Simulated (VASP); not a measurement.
A run of VASP 6.6.1 is set up as follows.

Contents of INCAR:

```
PREC     = Accurate       # precision mode
ENCUT    = 520            # plane-wave cutoff, eV
EDIFF    = 1E-6           # SCF threshold, eV
ISMEAR   = 0              # smearing method
SIGMA    = 0.15           # smearing width, eV
LREAL    = False          # projectors in reciprocal space
LASPH    = True           # aspherical terms in the spheres
NELM     = 100            # most SCF steps
ALGO     = Fast           # electronic algorithm
ISIF     = 2              # what is computed and relaxed
LWAVE    = False          # write WAVECAR
LCHARG   = False          # write CHGCAR
GGA      = PS             # functional
NBANDS   = 14             # bands
```

Contents of KPOINTS:

```
regular mesh
0
Gamma
  18 18 10
```

File POSCAR:

```
TiAl
1.0
    2.8959348550      0.0000000000      0.0000000000
   -1.4479674275      2.4831219328      0.0000000000
    0.0000000000      0.0000000000      4.6780830000
Ti Al
1 1
Direct
    0.0000000000      0.0000000000      0.0000000000
    0.3333333333      0.6666666667      0.5000000000
```

Potentials or basis: VASP PAW PBE potentials, release 64 (Ti_sv, Al).

Command:

```bash
$ cat potpaw_PBE.64/Ti_sv/POTCAR potpaw_PBE.64/Al/POTCAR > POTCAR
$ mpirun -np 1 vasp_std > vasp.out
```

(1) What does it give for the pressure?

(2) What does it give for the largest force?

(3) Estimate the band gap on the k mesh.

## Answers

(1) -3.8 GPa.

(2) 0.029 eV/Å.

(3) zero (an odd number of electrons rules out a gap without spin polarisation).

Caveat: the cell differs from its parent crystal (strain +0.0100 x Voigt [1, 0, 0, 0, 0, 0]); the cell stands under tension; the PAW data sets were made with another functional, which shifts forces and pressure a little.
